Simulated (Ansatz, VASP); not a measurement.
Two plane-wave programs on La

```
La
1.0
     3.77430    0.00000    0.00000
    -1.88715    3.26864    0.00000
     0.00000    0.00000   12.08620
La
4
Direct
  0.00000 0.00000 0.00000
  0.00000 0.00000 0.50000
  0.33333 0.66667 0.75000
  0.66667 0.33333 0.25000
```

Alike in both runs: functional PBE; k mesh 10 × 10 × 3; occupations fermi-dirac, width 0.05 eV; collinear spin.

Ansatz relaxed the structure, and its values are those at the end. VASP's run is a single point on that final structure, the one shown.

```csv
,VASP,Ansatz
version,VASP 6.6.1,Ansatz 0.2.0
potentials or method,"VASP PAW PBE potentials, release 64 (La), cutoff 520 eV","plane waves (420 eV) with PAW, scalar-relativistic"
valence electrons in the cell,44,44
```

|  | VASP | Ansatz | Ansatz less VASP |
| --- | --- | --- | --- |
| pressure (GPa) | 0.1 | 0.0 | -0.07 |
| net moment per atom (μB) | 0.00 | 0.00 | 0.000 |

Ansatz's warnings: seeded moment not kept.

Neither program's run includes spin-orbit coupling.
